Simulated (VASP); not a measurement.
# Sb (Pm-3m) in VASP: single point with LDA

Aim: the single point of Sb with LDA.

Everything below comes from runs of VASP 6.6.1. Logs are shortened: lines on timing, memory, paths and dates and some standing lists are left out, and cuts for length are marked.

### Step 1. The cell of the first run

The structure is cubic, space group Pm-3m (No. 221). Conventional cell: a = 3.083 Å, b = 3.083 Å, c = 3.083 Å, α = 90.00°, β = 90.00°, γ = 90.00°. Sb (site symmetry m-3m) has 6 Sb at 3.08 Å within 4.1 Å.

### Step 2. Single point, LDA

File INCAR:

```
SYSTEM = Sb
PREC = Accurate ; ENCUT = 520
EDIFF = 1E-6 ; ISMEAR = 0
SIGMA = 0.1 ; LREAL = .FALSE.
LASPH = .TRUE. ; NELM = 60
ALGO = Normal ; ISIF = 2
LWAVE = .FALSE. ; LCHARG = .TRUE.
GGA = CA ; LELF = .TRUE.
LVHAR = .TRUE. ; NBANDS = 8
```

File KPOINTS:

```
Automatic mesh
0
G
  14 14 14
  0 0 0
```

File POSCAR:

```
Sb
1.0
    3.0833436100      0.0000000000      0.0000000000
    0.0000000000      3.0833436100      0.0000000000
    0.0000000000      0.0000000000      3.0833436100
Sb
1
Direct
    0.0000000000      0.0000000000      0.0000000000
```

Potentials or basis: VASP PAW LDA potentials, release 64 (Sb).

Command:

```
$ cat potpaw_LDA.64/Sb/POTCAR > POTCAR
$ mpirun -np 1 vasp_std > vasp.out
```

OUTCAR:

```text
SYSTEM = Sb
   PREC = Accurate
   ENCUT = 520
   EDIFF = 1E-6
   ISMEAR = 0
   LREAL = .FALSE.
   LASPH = .TRUE.
   NELM = 60
   ISIF = 2
   GGA = CA

 ion  position               nearest neighbor table
   1  0.000  0.000  0.000-

  LATTYP: Found a simple cubic cell.
 ALAT       =     3.0833436100

  Lattice vectors:

 A1 = (   3.0833436100,   0.0000000000,   0.0000000000)
 A2 = (   0.0000000000,   3.0833436100,   0.0000000000)
 A3 = (   0.0000000000,   0.0000000000,   3.0833436100)

Analysis of symmetry for initial positions (statically):
=====================================================================
 Subroutine PRICEL returns:
 Original cell was already a primitive cell.

 Routine SETGRP: Setting up the symmetry group for a
 simple cubic supercell.

 Subroutine GETGRP returns: Found 48 space group operations
 (whereof 48 operations were pure point group operations)
 out of a pool of 48 trial point group operations.

The static configuration has the point symmetry O_h .

Analysis of symmetry for dynamics (positions and initial velocities):
=====================================================================
 Subroutine PRICEL returns:
 Original cell was already a primitive cell.

 Routine SETGRP: Setting up the symmetry group for a
 simple cubic supercell.

 Subroutine GETGRP returns: Found 48 space group operations
 (whereof 48 operations were pure point group operations)
 out of a pool of 48 trial point group operations.

The dynamic configuration has the point symmetry O_h .

 Subroutine INISYM returns: Found 48 space group operations
 (whereof 48 operations are pure point group operations),
 and found     1 'primitive' translations

----------------------------------------------------------------------------------------

                                     Primitive cell

  volume of cell :      29.3134

  direct lattice vectors                    reciprocal lattice vectors
     3.083343610  0.000000000  0.000000000     0.324323243  0.000000000  0.000000000
     0.000000000  3.083343610  0.000000000     0.000000000  0.324323243  0.000000000
     0.000000000  0.000000000  3.083343610     0.000000000  0.000000000  0.324323243

  length of vectors
     3.083343610  3.083343610  3.083343610     0.324323243  0.324323243  0.324323243

  position of ions in fractional coordinates (direct lattice)
     0.000000000  0.000000000  0.000000000

  ion indices of the primitive-cell ions
   primitive index   ion index
                 1           1

[... 69 lines left out ...]
   ENCUT  =  520.0 eV  38.22 Ry    6.18 a.u.   5.73  5.73  5.73*2*pi/ulx,y,z
   NELM   =     60;   NELMIN=  2; NELMDL= -5     # of ELM steps
   EDIFF  = 0.1E-05   stopping-criterion for ELM
   LREAL  =      F    real-space projection
   EDIFFG = 0.1E-04   stopping-criterion for IOM
   NSW    =      0    number of steps for IOM
   IBRION =     -1    ionic relax: 0-MD 1-quasi-New 2-CG
   NFREE  =      0    steps in history (QN), initial steepest desc. (CG)
   ISIF   =      2    stress and relaxation
   ISYM   =      2    0-nonsym 1-usesym 2-fastsym
   POTIM  = 0.5000    time-step for ionic-motion
   TEBEG  =    0.0;   TEEND  =   0.0 temperature during run
   PSTRESS=    0.0 pullay stress
   NELECT =       5.0000    total number of electrons
   NUPDOWN=      -1.0000    fix difference up-down
   EMIN   =  10.00;   EMAX   =-10.00  energy-range for DOS
   EFERMI =   0.00;   METHOD = LEGACY
   ISMEAR =     0;   SIGMA  =   0.10  broadening in eV -4-tet -1-fermi 0-gaus
   EFERMI_NEDOS =   21; number of points for ismear=-14 and -15
   IALGO  =     38    algorithm
   IMIX   =      4    mixing-type and parameters
     AMIX     =   0.40;   BMIX     =  1.00
     AMIX_MAG =   1.60;   BMIX_MAG =  1.00
  volume/ion in A,a.u.               =      29.31       197.82
  Fermi-wavevector in a.u.,A,eV,Ry     =   0.907910  1.715702 11.215296  0.824301
  Thomas-Fermi vector in A             =   2.031774
   LORBIT       =      0    0 simple, 1 ext, 2 COOP (PROOUT), +10 PAW based schemes
   GGA     = CA    functional components
   LHFCALC =     F    Hartree Fock is set to
   AEXX    =    0.0000 exact exchange contribution
   IVDW    =     0    specifies the selected vdW correction
   LEPSILON=     F    determine dielectric tensor
   LRPA    =     F    only Hartree local field effects (RPA)
 non-spin polarized calculation
 Gauss-broadening in eV      SIGMA  =   0.10
  energy-cutoff  :      520.00
  volume of cell :       29.31
 maximum number of plane-waves:       840
 NGX is ok and might be reduce to    24
   NGX = 11   NGY = 11   NGZ = 11

 number of electron       4.9999999 magnetization

 Free energy of the ion-electron system (eV)
  ---------------------------------------------------
  ext. energy  EPLUGINS =         0.00000000
  ---------------------------------------------------
  free energy    TOTEN  =        -4.78706762 eV

  energy without entropy =       -4.78320111  energy(sigma->0) =       -4.78513437

 E-fermi :   7.1520     XC(G=0):  -9.8737

 val. band max:        7.1368923028   @ k =   0.5000   0.3571   0.3571
 cond. band min:       7.1573209632   @ k =   0.2143   0.2143   0.1429
 fundamental gap:      0.0204286604
 Fermi energy:         7.1519761039

 k-point     1 :       0.0000    0.0000    0.0000
  band No.  band energies     occupation
      1      -5.3173      2.00000
      2      10.4918      0.00000
      3      10.4918      0.00000
      4      10.4918      0.00000
      5      14.1330      0.00000
      6      14.1330      0.00000
      7      15.5192      0.00000
      8      23.8229      0.00000
[... 243 lines left out ...]
 k-point    24 :       0.3571    0.2143    0.0000
  band No.  band energies     occupation
      1      -2.9371      2.00000
      2       3.6164      2.00000
      3       7.6577      0.00000
      4      12.6539      0.00000
      5      14.2591      0.00000
      6      16.6973      0.00000
      7      19.8301      0.00000
      8      20.1845      0.00000

 [... further k-points ...]
[... 5 lines left out ...]
  --------------------------------------------------------------------------------------
  -------------------------------------------------------------------------------------
  Total       -0.4092228     -0.4092228     -0.4092228      0.0000000     -0.0000000      0.0000000
  in kB      -22.3668385    -22.3668385    -22.3668385      0.0000000     -0.0000000      0.0000000
  external PRESSURE =     -22.3668385 kB  Pullay stress =       0.0000000 kB

 VOLUME and BASIS-vectors are now :
 -----------------------------------------------------------------------------
  energy-cutoff  :      520.00
  volume of cell :       29.31
      direct lattice vectors                 reciprocal lattice vectors
     3.083343610  0.000000000  0.000000000     0.324323243  0.000000000  0.000000000
     0.000000000  3.083343610  0.000000000     0.000000000  0.324323243  0.000000000
     0.000000000  0.000000000  3.083343610     0.000000000  0.000000000  0.324323243

 POSITION                                       TOTAL-FORCE (eV/Angst)
 -----------------------------------------------------------------------------------
      0.00000      0.00000      0.00000         0.000000      0.000000      0.000000
 -----------------------------------------------------------------------------------
    total drift:                                0.000000      0.000000      0.000000

  FREE ENERGIE OF THE ION-ELECTRON SYSTEM (eV)
  ---------------------------------------------------
  free  energy   TOTEN  =        -4.7870676213 eV

  energy  without entropy=       -4.7832011122  energy(sigma->0) =       -4.78513437
```

Wall time 6.9 s (1 thread of Intel Xeon Platinum 8488C (Sapphire Rapids), shared host); peak memory 0.14 GiB.

What came out:

| Item | Value |
| --- | --- |
| Free energy | -4.7871 eV |
| Pressure | -2.2 GPa |

Levels at points of the mesh, in eV from the Fermi level:
```
           k point  band 1  band 2  band 3  band 4  band 5  band 6  band 7  band 8
(0.00, 0.00, 0.00)  -12.47    3.34    3.34    3.34    6.98    6.98    8.37   16.67
(0.50, 0.00, 0.00)  -10.00   -5.61    5.38    5.38    8.98   10.68   11.32   11.32
(0.50, 0.50, 0.00)   -7.38   -3.53   -3.53    2.20    7.45   12.65   13.03   13.03
(0.50, 0.50, 0.50)   -4.47   -1.58   -1.58   -1.58    4.89    4.89    4.89    6.94
```

Caveat: spin-orbit coupling is left out, which moves the levels of the heavy elements.
